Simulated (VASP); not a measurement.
Input of a VASP 6.6.1 run:

The input INCAR:

```
SYSTEM = Mo
ALGO = Normal ; EDIFF = 1E-6
ENCUT = 520 ; GGA = PS
ISIF = 2 ; ISMEAR = 1
LASPH = .True. ; LCHARG = .False.
LREAL = .False. ; LWAVE = .False.
NBANDS = 43 ; NELM = 100
PREC = Accurate ; SIGMA = 0.1
```

KPOINTS

```
k-points
0
Gamma
  16 16 1
  0 0 0
```

File POSCAR:

```
Mo
1.0
    3.1350000000      0.0000000000      0.0000000000
    0.0000000000      3.1350000000      0.0000000000
    0.0000000000      0.0000000000     18.2700000000
Mo
5
Direct
    0.0000000000      0.0000000000      0.3377939910
    0.5000000000      0.5000000000      0.4127596484
    0.0000000000      0.0000000000      0.5000000000
    0.5000000000      0.5000000000      0.5872403516
    0.0000000000      0.0000000000      0.6622060090
```

Potentials or basis: VASP PAW PBE potentials, release 64 (Mo_sv).

Command:

```console
$ cat potpaw_PBE.64/Mo_sv/POTCAR > POTCAR
$ mpirun -np 1 vasp_std > vasp.out
```

**Question.** What does it give for the band gap on the k mesh?

**Answer.** Zero (bands 35 and 36 overlap by 1.73 eV).

**Question.** Predict the largest force.

**Answer.** 0.035 eV/Å.

Forces in eV/Å, atoms in the order of the input:
```
Mo   0.000  0.000 -0.035
Mo   0.000  0.000  0.003
Mo   0.000  0.000  0.000
Mo   0.000  0.000 -0.003
Mo   0.000  0.000  0.035
```

Caveat: there is no dipole correction, which matters where the two faces differ; the PAW data sets were made with another functional, which shifts forces and pressure a little.
